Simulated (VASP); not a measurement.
Wanted: the native input for a VASP 6.6.1 run.

- Task: electric field gradients
- Functional: PBE
- Potentials or basis: VASP PAW PBE potentials, release 64 (Ba_sv, Ti_sv, O)
- Cutoff: 520 eV
- k mesh: 8 × 8 × 8
- Occupations: fermi-dirac, width 0.05 eV
- Spin: no spin polarisation
- Dipole correction: no
- Further INCAR settings: ALGO = Normal; EDIFF = 1e-08; NBANDS = 28

The structure of BaTiO3 lies in POSCAR:

```
BaTiO3
1.0
    4.0073000000      0.0000000000      0.0000000000
    0.0000000000      4.0073000000      0.0000000000
    0.0000000000      0.0000000000      4.0073000000
Ba Ti O
1 1 3
Direct
    0.5000000000      0.5000000000      0.5000000000
    0.0000000000      0.0000000000      0.0000000000
    0.5000000000      0.0000000000      0.0000000000
    0.0000000000      0.5000000000      0.0000000000
    0.0000000000      0.0000000000      0.5000000000
```

These files were run (other wordings do the same):

INCAR

```
PREC = Accurate
ENCUT = 520
EDIFF = 1E-8
ISMEAR = -1
SIGMA = 0.05
LREAL = F
LASPH = T
NELM = 60
ALGO = Normal
ISIF = 2
LWAVE = F
LCHARG = F
GGA = PE
LEFG = T
NBANDS = 28
```

KPOINTS

```
Automatic mesh
0
Gamma
  8 8 8
```

Potentials or basis: VASP PAW PBE potentials, release 64 (Ba_sv, Ti_sv, O).

Launch:

```console
$ cat potpaw_PBE.64/Ba_sv/POTCAR potpaw_PBE.64/Ti_sv/POTCAR potpaw_PBE.64/O/POTCAR > POTCAR
$ mpirun -np 1 vasp_std > vasp.out
```

It gave:

```yaml
Pressure: 3.2 GPa
Band_gap_on_the_k_mesh: 1.74 eV (least direct gap 1.89 eV)
Largest_electric_field_gradient_by_atom: Ba -0.0; Ti +0.0; O +25.2 V/Å²
```

Caveat: the cell stands under pressure; without QUAD_EFG the Cq values of the log hold for a quadrupole moment of 1 mb, not for the nuclei; spin-orbit coupling is left out, which moves the levels of the heavy elements.

Run time: 120 s on 1 thread of AMD EPYC 7571 (shared host), peak memory 0.18 GiB.
